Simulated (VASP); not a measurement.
A run of VASP 6.6.1 is set up as follows.

Contents of INCAR:

```
SYSTEM = Ge2BiO2
PREC     = Accurate       ! precision mode
ENCUT    = 600            ! plane-wave cutoff, eV
EDIFF    = 1E-7           ! SCF threshold, eV
ISMEAR   = 0              ! smearing method
SIGMA    = 0.1            ! smearing width, eV
LREAL    = .FALSE.        ! projectors in reciprocal space
LASPH    = .TRUE.         ! aspherical terms in the spheres
NELM     = 100            ! most SCF steps
ALGO     = Normal         ! electronic algorithm
ISIF     = 3              ! what is computed and relaxed
LWAVE    = .FALSE.        ! write WAVECAR
LCHARG   = .FALSE.        ! write CHGCAR
GGA      = PE             ! functional
IBRION   = 2              ! ionic algorithm
NSW      = 90             ! ionic steps
EDIFFG   = -0.04          ! ionic threshold
```

Contents of KPOINTS:

```
regular mesh
0
G
  6 6 6
  0 0 0
```

POSCAR

```
Ge2BiO2
1.0
   -1.8469652500      1.8469652500      6.4352663300
    1.8469652500     -1.8469652500      6.4352663300
    1.8469652500      1.8469652500     -6.4352663300
Ge Bi O
2 1 2
Direct
    0.6663698600      0.6663698600      0.0000000000
    0.3336301400      0.3336301400      0.0000000000
    0.0000000000      0.0000000000      0.0000000000
    0.7500000000      0.2500000000      0.5000000000
    0.2500000000      0.7500000000      0.5000000000
```

Potentials or basis: VASP PAW PBE potentials, release 64 (Ge_d, Bi_d, O).

Launch:

```console
$ cat potpaw_PBE.64/Ge_d/POTCAR potpaw_PBE.64/Bi_d/POTCAR potpaw_PBE.64/O/POTCAR > POTCAR
$ mpirun -np 1 vasp_std > vasp.out
```

Question: Predict the band gap on the k mesh.

Answer: Zero (an odd number of electrons rules out a gap without spin polarisation).

Question: What does it give for the relaxed volume?

Answer: 19.41 Å³/atom.

Question: Estimate the space group after relaxing (to 0.1 Å).

Answer: I4/mmm (No. 139).

The path:
```csv
step,energy change (eV),largest force (eV/Å),pressure (GPa),volume (Å³)
1,0.0000,0.3003,-4.49,87.81
2,-0.1363,0.4036,2.55,81.65
3,-0.1396,0.2985,1.48,82.40
4,-0.1783,0.2789,1.00,83.03
5,-0.1810,0.4774,0.87,83.21
6,-0.2121,0.5402,0.53,84.65
7,-0.2813,0.5412,-0.53,88.95
8,-0.3455,0.3487,-1.07,97.49
9,-0.2228,1.5752,5.10,95.04
10,-0.3520,0.0072,-0.01,97.03
```

Caveat: a cell axis changed by over 15 % at a fixed basis, so the end point is rough; spin-orbit coupling is left out, which moves the levels of the heavy elements; an odd number of electrons without spin polarisation forces a metal; a magnetic or distorted state may lie lower.
